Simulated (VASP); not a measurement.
Input of a VASP 6.6.1 run:

The input INCAR:

```
ALGO     = Normal         # electronic algorithm
EDIFF    = 1E-6           # SCF threshold, eV
ENCUT    = 500            # plane-wave cutoff, eV
GGA      = PE             # functional
GGA_COMPAT= F            
ISIF     = 2              # what is computed and relaxed
ISMEAR   = 0              # smearing method
ISPIN    = 2              # spin polarisation
LASPH    = T              # aspherical terms in the spheres
LCHARG   = F              # write CHGCAR
LMAXMIX  = 4              # l up to which the mixer works
LORBIT   = 11             # projections on sites
LREAL    = F              # projectors in reciprocal space
LWAVE    = F              # write WAVECAR
MAGMOM   = 4.25 0         # initial moments
NBANDS   = 24             # bands
NELM     = 200            # most SCF steps
PREC     = Accurate       # precision mode
SIGMA    = 0.1            # smearing width, eV
```

The input KPOINTS:

```
k-points
0
Gamma
  12 12 12
```

File POSCAR:

```
MnHg
1.0
    3.3150000000      0.0000000000      0.0000000000
    0.0000000000      3.3150000000      0.0000000000
    0.0000000000      0.0000000000      3.3150000000
Mn Hg
1 1
Direct
    0.5000000000      0.5000000000      0.5000000000
    0.0000000000      0.0000000000      0.0000000000
```

Potentials or basis: VASP PAW PBE potentials, release 64 (Mn_pv, Hg).

Run with:

```sh
$ cat potpaw_PBE.64/Mn_pv/POTCAR potpaw_PBE.64/Hg/POTCAR > POTCAR
$ mpirun -np 1 vasp_std > vasp.out
```

Problem. What does it give for the net moment?

Solution. 3.93 μB per cell.

Problem. What does it give for the pressure?

Solution. 1.1 GPa.

Problem. What does it give for the site moments?

Solution. Mn +3.84; Hg -0.06 μB.
